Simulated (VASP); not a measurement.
# WS2 (R3m) in VASP: a series of runs

Runs on WS2. Level: PBE+D3(BJ). Tasks: single point.

Program: VASP 6.6.1. These are calculated values, not measurements. Logs are shortened: lines on timing, memory, paths and dates and some standing lists are left out, and cuts for length are marked.

## (1) The cell of the first run

The structure is trigonal, space group R3m (No. 160). The conventional cell has a = 3.316 Å, b = 3.316 Å, c = 17.565 Å, α = 90.00°, β = 90.00°, γ = 120.00°. Within 3.4 Å of W (site symmetry 3m) lie 6 S at 2.41 to 2.44 Å and 6 W at 3.32 Å. S (site symmetry 3m) has 3 W at 2.41 Å and 10 S at 2.97 to 3.46 Å within 3.5 Å. Within 3.5 Å of S (site symmetry 3m) lie 3 W at 2.44 Å and 10 S at 2.97 to 3.46 Å.

## (2) Single point, PBE+D3(BJ) (strain +0.050 along x and y, -0.050 along z)

File INCAR:

```
SYSTEM = WS2
ALGO = Normal
EDIFF = 1E-6
ENCUT = 520
GGA = PE
ISIF = 2
ISMEAR = 0
IVDW = 12
LASPH = .TRUE.
LCHARG = .TRUE.
LELF = .TRUE.
LREAL = .FALSE.
LVHAR = .TRUE.
LWAVE = .FALSE.
NBANDS = 20
NELM = 60
PREC = Accurate
SIGMA = 0.05
```

File KPOINTS:

```
k-points
0
G
  12 12 12
  0 0 0
```

File POSCAR:

```
WS2
1.0
    1.6579504035      0.9572181118      5.8551635000
   -1.6579504035      0.9572181118      5.8551635000
    0.0000000000     -1.9144362235      5.8551635000
W S
1 2
Direct
    0.0000000000      0.0000000000      0.0000000000
    0.7503000000      0.7503000000      0.7503000000
    0.5810000000      0.5810000000      0.5810000000
```

Potentials or basis: VASP PAW PBE potentials, release 64 (W_sv, S).

Run with:

```sh
$ cat potpaw_PBE.64/W_sv/POTCAR potpaw_PBE.64/S/POTCAR > POTCAR
$ mpirun -np 1 vasp_std > vasp.out
```

OUTCAR:

```text
SYSTEM = WS2
   EDIFF = 1E-6
   ENCUT = 520
   GGA = PE
   ISIF = 2
   ISMEAR = 0
   IVDW = 12
   LASPH = .TRUE.
   LREAL = .FALSE.
   NELM = 60
   PREC = Accurate
 IVDW          = 12

 ion  position               nearest neighbor table
   1  0.000  0.000  0.000-   2 2.41   2 2.41   2 2.41   3 2.44   3 2.44   3 2.44
   2  0.750  0.750  0.750-   1 2.41   1 2.41   1 2.41
   3  0.581  0.581  0.581-   1 2.44   1 2.44   1 2.44

  LATTYP: Found a trigonal (rhomboedric) cell.
 ALAT       =     6.1601952620
 COS(alpha) =     0.8551281158

  Lattice vectors:

 A1 = (   1.6579504035,   0.9572181118,   5.8551635000)
 A2 = (  -1.6579504035,   0.9572181118,   5.8551635000)
 A3 = (   0.0000000000,  -1.9144362235,   5.8551635000)

Analysis of symmetry for initial positions (statically):
=====================================================================
 Subroutine PRICEL returns:
 Original cell was already a primitive cell.

 Routine SETGRP: Setting up the symmetry group for a
 trigonal (rhombohedral) supercell.

 Subroutine GETGRP returns: Found  6 space group operations
 (whereof  6 operations were pure point group operations)
 out of a pool of 12 trial point group operations.

The static configuration has the point symmetry C_3v.

Analysis of symmetry for dynamics (positions and initial velocities):
=====================================================================
 Subroutine PRICEL returns:
 Original cell was already a primitive cell.

 Routine SETGRP: Setting up the symmetry group for a
 trigonal (rhombohedral) supercell.

 Subroutine GETGRP returns: Found  6 space group operations
 (whereof  6 operations were pure point group operations)
 out of a pool of 12 trial point group operations.

The dynamic configuration has the point symmetry C_3v.

 Subroutine INISYM returns: Found  6 space group operations
 (whereof  6 operations are pure point group operations),
 and found     1 'primitive' translations

----------------------------------------------------------------------------------------

                                     Primitive cell

  volume of cell :      55.7536

  direct lattice vectors                    reciprocal lattice vectors
     1.657950403  0.957218112  5.855163500     0.301577176  0.174115664  0.056929808
    -1.657950403  0.957218112  5.855163500    -0.301577176  0.174115664  0.056929808
     0.000000000 -1.914436224  5.855163500     0.000000000 -0.348231327  0.056929808

  length of vectors
     6.160195262  6.160195262  6.160195262     0.352854163  0.352854163  0.352854163

  position of ions in fractional coordinates (direct lattice)
     0.000000000  0.000000000  0.000000000
     0.750300000  0.750300000  0.750300000
     0.581000000  0.581000000  0.581000000

  ion indices of the primitive-cell ions
   primitive index   ion index
                 1           1
                 2           2
                 3           3

----------------------------------------------------------------------------------------

 KPOINTS: k-points

Automatic generation of k-mesh.
 Grid dimensions read from file:
 generate k-points for:   12   12   12

 Generating k-lattice:

  Cartesian coordinates                     Fractional coordinates (reciprocal lattice)
     0.025131431  0.014509639  0.004744151     0.083333333 -0.000000000 -0.000000000
    -0.025131431  0.014509639  0.004744151    -0.000000000  0.083333333 -0.000000000
     0.000000000 -0.029019277  0.004744151    -0.000000000 -0.000000000  0.083333333

  Length of vectors
     0.029404514  0.029404514  0.029404514

  Shift w.r.t. Gamma in fractional coordinates (k-lattice)
     0.000000000  0.000000000  0.000000000

 Subroutine IBZKPT returns following result:
 ===========================================

 Found    189 irreducible k-points:

 Following reciprocal coordinates:
            Coordinates               Weight
  0.000000  0.000000  0.000000      1.000000
  0.083333 -0.000000 -0.000000      6.000000
  0.166667 -0.000000  0.000000      6.000000
  0.250000 -0.000000  0.000000      6.000000
  0.333333 -0.000000  0.000000      6.000000
  0.416667 -0.000000 -0.000000      6.000000
[... 16 lines left out ...]
  0.500000  0.166667  0.000000     12.000000
 -0.416667  0.166667  0.000000     12.000000
 [... further k-points ...]
   k-points           NKPTS =    189   k-points in BZ     NKDIM =    189   number of bands    NBANDS=     20
   number of dos      NEDOS =    301   number of ions     NIONS =      3
   total plane-waves  NPLWV = 110592
   dimension x,y,z NGX =    48 NGY =   48 NGZ =   48
   dimension x,y,z NGXF=    96 NGYF=   96 NGZF=   96
   ions per type =               1   2
   NGX,Y,Z   is equivalent  to a cutoff of  12.95, 12.95, 12.95 a.u.
   NGXF,Y,Z  is equivalent  to a cutoff of  25.91, 25.91, 25.91 a.u.
 SYSTEM =  WS2
   PREC   = accura    normal or accurate (medium, high low for compatibility)
   ISTART =      0    job   : 0-new  1-cont  2-samecut
   ICHARG =      2    charge: 1-file 2-atom 10-const
   ISPIN  =      1    spin polarized calculation?
   LNONCOLLINEAR =      F non collinear calculations
   LSORBIT =      F    spin-orbit coupling
   LASPH  =      T    aspherical Exc in radial PAW
   ENCUT  =  520.0 eV  38.22 Ry    6.18 a.u.  11.45 11.45 11.45*2*pi/ulx,y,z
   NELM   =     60;   NELMIN=  2; NELMDL= -5     # of ELM steps
   EDIFF  = 0.1E-05   stopping-criterion for ELM
   LREAL  =      F    real-space projection
   EDIFFG = 0.1E-04   stopping-criterion for IOM
   NSW    =      0    number of steps for IOM
   IBRION =     -1    ionic relax: 0-MD 1-quasi-New 2-CG
   NFREE  =      0    steps in history (QN), initial steepest desc. (CG)
   ISIF   =      2    stress and relaxation
   ISYM   =      2    0-nonsym 1-usesym 2-fastsym
   POTIM  = 0.5000    time-step for ionic-motion
   TEBEG  =    0.0;   TEEND  =   0.0 temperature during run
   PSTRESS=    0.0 pullay stress
   NELECT =      26.0000    total number of electrons
   NUPDOWN=      -1.0000    fix difference up-down
   EMIN   =  10.00;   EMAX   =-10.00  energy-range for DOS
   EFERMI =   0.00;   METHOD = LEGACY
   ISMEAR =     0;   SIGMA  =   0.05  broadening in eV -4-tet -1-fermi 0-gaus
   EFERMI_NEDOS =   21; number of points for ismear=-14 and -15
   IALGO  =     38    algorithm
   IMIX   =      4    mixing-type and parameters
     AMIX     =   0.40;   BMIX     =  1.00
     AMIX_MAG =   1.60;   BMIX_MAG =  1.00
  volume/ion in A,a.u.               =      18.58       125.41
  Fermi-wavevector in a.u.,A,eV,Ry     =   1.269526  2.399057 21.928470  1.611697
  Thomas-Fermi vector in A             =   2.402563
   LORBIT       =      0    0 simple, 1 ext, 2 COOP (PROOUT), +10 PAW based schemes
   GGA     = PE    functional components
   LHFCALC =     F    Hartree Fock is set to
   AEXX    =    0.0000 exact exchange contribution
   IVDW    =    12    specifies the selected vdW correction
   LEPSILON=     F    determine dielectric tensor
   LRPA    =     F    only Hartree local field effects (RPA)
 non-spin polarized calculation
 Gauss-broadening in eV      SIGMA  =   0.05
  energy-cutoff  :      520.00
  volume of cell :       55.75
 maximum number of plane-waves:      1528
 NGX is ok and might be reduce to    48
   NGX = 23   NGY = 23   NGZ = 23

 number of electron      26.0000001 magnetization

 Free energy of the ion-electron system (eV)
  ---------------------------------------------------
  ext. energy  EPLUGINS =         0.00000000
  ---------------------------------------------------
  free energy    TOTEN  =       -23.42723362 eV

  energy without entropy =      -23.42704285  energy(sigma->0) =      -23.42713823

 E-fermi :   7.4093     XC(G=0): -10.7342

 val. band max:        7.4080610430   @ k =   0.4167   0.4167   0.4167
 cond. band min:       7.4260434033   @ k =   0.5000   0.5000   0.5000
 fundamental gap:      0.0179823604
 Fermi energy:         7.4093461892

 k-point     1 :       0.0000    0.0000    0.0000
  band No.  band energies     occupation
      1     -67.8200      2.00000
      2     -31.9798      2.00000
      3     -31.9659      2.00000
      4     -31.9659      2.00000
      5      -8.4197      2.00000
      6      -6.1756      2.00000
[... 12 lines left out ...]
     19      14.1348      0.00000
     20      15.8524      0.00000

 k-point     2 :       0.0833   -0.0000   -0.0000
  band No.  band energies     occupation
      1     -67.8193      2.00000
      2     -31.9810      2.00000
      3     -31.9772      2.00000
      4     -31.9695      2.00000
      5      -8.3193      2.00000
      6      -6.1597      2.00000
[... 12 lines left out ...]
     19      14.5581      0.00000
     20      15.7879      0.00000

 k-point     3 :       0.1667   -0.0000    0.0000
  band No.  band energies     occupation
      1     -67.8176      2.00000
      2     -32.0219      2.00000
      3     -31.9791      2.00000
      4     -31.9699      2.00000
      5      -8.0340      2.00000
      6      -6.1140      2.00000
[... 12 lines left out ...]
     19      15.0421      0.00000
     20      15.6742      0.00000

 k-point     4 :       0.2500   -0.0000    0.0000
  band No.  band energies     occupation
      1     -67.8153      2.00000
      2     -32.0774      2.00000
      3     -31.9922      2.00000
      4     -31.9600      2.00000
      5      -7.6126      2.00000
      6      -6.0460      2.00000
[... 429 lines left out ...]
 k-point    23 :       0.5000    0.1667    0.0000
  band No.  band energies     occupation
      1     -67.8107      2.00000
      2     -32.1591      2.00000
      3     -32.0464      2.00000
      4     -31.9400      2.00000
      5      -6.5895      2.00000
      6      -5.9088      2.00000
[... 12 lines left out ...]
     19      14.8742      0.00000
     20      15.1367      0.00000

 k-point    24 :      -0.4167    0.1667    0.0000
  band No.  band energies     occupation
      1     -67.8102      2.00000
      2     -32.1688      2.00000
      3     -32.0524      2.00000
      4     -31.9377      2.00000
      5      -6.4687      2.00000
      6      -5.8664      2.00000
[... 12 lines left out ...]
     19      14.8883      0.00000
     20      15.2262      0.00000

 [... further k-points ...]

------------------------ aborting loop because EDIFF is reached ----------------------------------------

 Edisp (eV)   -1.22232

 E8    (eV) :    -0.5137

  FORCE on cell =-STRESS in cart. coord.  units (eV):
  Direction    XX          YY          ZZ          XY          YZ          ZX
  --------------------------------------------------------------------------------------
  -------------------------------------------------------------------------------------
  Total      -3.79904    -3.79904     1.85260     0.00000     0.00000     0.00000
  in kB    -109.17225  -109.17225    53.23764     0.00000     0.00000     0.00000
  external pressure =      -55.04 kB  Pullay stress =        0.00 kB

 VOLUME and BASIS-vectors are now :
 -----------------------------------------------------------------------------
  energy-cutoff  :      520.00
  volume of cell :       55.75
      direct lattice vectors                 reciprocal lattice vectors
     1.657950403  0.957218112  5.855163500     0.301577176  0.174115664  0.056929808
    -1.657950403  0.957218112  5.855163500    -0.301577176  0.174115664  0.056929808
     0.000000000 -1.914436224  5.855163500     0.000000000 -0.348231327  0.056929808

 POSITION                                       TOTAL-FORCE (eV/Angst)
 -----------------------------------------------------------------------------------
      0.00000      0.00000      0.00000         0.000000     -0.000000     -0.527627
      0.00000      0.00000     13.17939         0.000000      0.000000      0.921853
      0.00000      0.00000     10.20555         0.000000     -0.000000     -0.394226
 -----------------------------------------------------------------------------------
    total drift:                                0.000000      0.000000     -0.000004

  FREE ENERGIE OF THE ION-ELECTRON SYSTEM (eV)
  ---------------------------------------------------
  free  energy   TOTEN  =       -24.6495568522 eV

  energy  without entropy=      -24.6493660809  energy(sigma->0) =      -24.64946147
```

Wall time 5.6 min (1 thread of Intel Xeon Platinum 8559C (Emerald Rapids), shared host); peak memory 0.45 GiB.

Results:

| Item | Value |
| --- | --- |
| Free energy | -24.6496 eV |
| Pressure | -5.5 GPa |
| Largest force | 0.922 eV/Å |
| Band gap on the k mesh | 0.03 eV (least direct gap 1.28 eV) |
| Dispersion energy per atom | -0.407 eV |

Forces on the atoms (eV/Å):
```
W    0.000  0.000 -0.528
S    0.000  0.000  0.922
S    0.000  0.000 -0.394
```

Levels at points of the mesh, in eV from the valence-band top:
```tsv
k point	band 9	band 10	band 11	band 12	band 13	band 14	band 15	band 16	band 17	band 18
(0.00, 0.00, 0.00)	-4.43	-3.20	-3.20	-1.21	-0.89	1.39	1.39	2.01	2.01	3.42
(0.50, 0.00, 0.00)	-5.44	-4.79	-2.76	-2.50	-1.94	1.21	1.54	2.99	3.24	4.03
(0.50, 0.50, 0.00)	-5.18	-4.66	-3.14	-3.01	-1.89	1.13	1.55	2.62	3.86	4.67
(0.50, 0.50, 0.50)	-4.46	-3.72	-3.14	-3.14	0.00	1.56	1.56	1.76	1.76	3.71
```

Caveat: the cell differs from its parent crystal (strain +0.050 along x and y, -0.050 along z); the stress differs along the axes, from -11 to 5 GPa; the smearing spreads over this small gap; spin-orbit coupling is left out, which moves the levels of the heavy elements.

(Continued in part 2 of 2.)
